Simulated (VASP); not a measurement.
Rh: single point with LDA

Crystal: Rh.

```
Rh
1.0
     0.00000    1.80647    1.94909
     1.80647    0.00000    1.94909
     1.80647    1.80647    0.00000
Rh
1
Direct
  0.00000 0.00000 0.00000
```

This cell differs from its parent crystal: strain -0.050 along x and y, +0.025 along z.

```json
{"Program": "VASP 6.6.1", "Task": "single point", "Functional": "LDA", "Potentials or basis": "VASP PAW LDA potentials, release 64 (Rh_pv)", "Cutoff": "520 eV", "k mesh": "22 × 22 × 22", "Occupations": "gaussian, width 0.15 eV", "Spin": "no spin polarisation"}
```

| Item | Value |
| --- | --- |
| Pressure | 15.6 GPa |
| Band gap on the k mesh | zero (an odd number of electrons rules out a gap without spin polarisation) |

Stress tensor (GPa, compression positive):
```
23.75  0.00  0.00
 0.00 23.75  0.00
 0.00  0.00 -0.57
```

Levels at points of the mesh, in eV from the Fermi level:
```
           k point  band 4  band 5  band 6  band 7  band 8  band 9  band 10  band 11
(0.00, 0.00, 0.00)   -8.60   -4.11   -3.14   -3.14   -1.72   -0.54    15.96    20.11
(0.50, 0.00, 0.00)   -6.84   -4.02   -3.10    0.47    0.65    0.89     9.48    15.30
(0.50, 0.50, 0.00)   -7.07   -6.69    0.75    1.09    1.09    2.24    11.84    14.64
(0.50, 0.00, 0.50)   -7.13   -6.69    0.57    0.71    1.61    3.92    12.77    13.75
```

It took 3.2 min on 1 thread of Intel Xeon 8259CL (shared host), peak memory 0.24 GiB.

Caveat: the cell differs from its parent crystal (strain -0.050 along x and y, +0.025 along z); the stress differs along the axes, from -1 to 24 GPa.
